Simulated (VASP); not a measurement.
Wanted: the native input for a VASP 6.6.1 run.

- Task: single point
- Functional: PBE
- Potentials or basis: VASP PAW PBE potentials, release 64 (Si, C)
- Cutoff: 520 eV
- k mesh: 6 × 6 × 6
- Occupations: gaussian, width 0.1 eV
- Spin: no spin polarisation
- Dipole correction: no
- Further INCAR settings: ALGO = Normal; EDIFF = 1e-06; NBANDS = 11

The structure of SiC lies in POSCAR:

```
SiC
1.0
    1.5494559126      0.8945787882      3.6118276604
   -1.5494559126      0.8945787882      3.6118276604
    0.0000000000     -1.7891575764      3.6118276604
Si C
1 1
Direct
    0.8347456299      0.8347456299      0.8347456299
    0.1651956285      0.1651956285      0.1651956285
```

One way to write it, as run:

INCAR

```
SYSTEM = SiC
ALGO     = Normal         ! electronic algorithm
EDIFF    = 1E-6           ! SCF threshold, eV
ENCUT    = 520            ! plane-wave cutoff, eV
GGA      = PE             ! functional
ISIF     = 2              ! what is computed and relaxed
ISMEAR   = 0              ! smearing method
LASPH    = .True.         ! aspherical terms in the spheres
LCHARG   = .True.         ! write CHGCAR
LELF     = .True.         ! ELF
LREAL    = .False.        ! projectors in reciprocal space
LVHAR    = .True.       
LWAVE    = .False.        ! write WAVECAR
NBANDS   = 11             ! bands
NELM     = 100            ! most SCF steps
PREC     = Accurate       ! precision mode
SIGMA    = 0.1            ! smearing width, eV
```

KPOINTS

```
k-points
0
Gamma
  6 6 6
  0 0 0
```

Potentials or basis: VASP PAW PBE potentials, release 64 (Si, C).

The run is started by

```console
$ cat potpaw_PBE.64/Si/POTCAR potpaw_PBE.64/C/POTCAR > POTCAR
$ mpirun -np 1 vasp_std > vasp.out
```

It gave:

The pressure is -0.1 GPa and the band gap on the k mesh is 1.92 eV, indirect (least direct gap 2.67 eV).

Wall time 27 s on 1 thread of AMD EPYC 7R13 (shared host), peak memory 0.13 GiB.
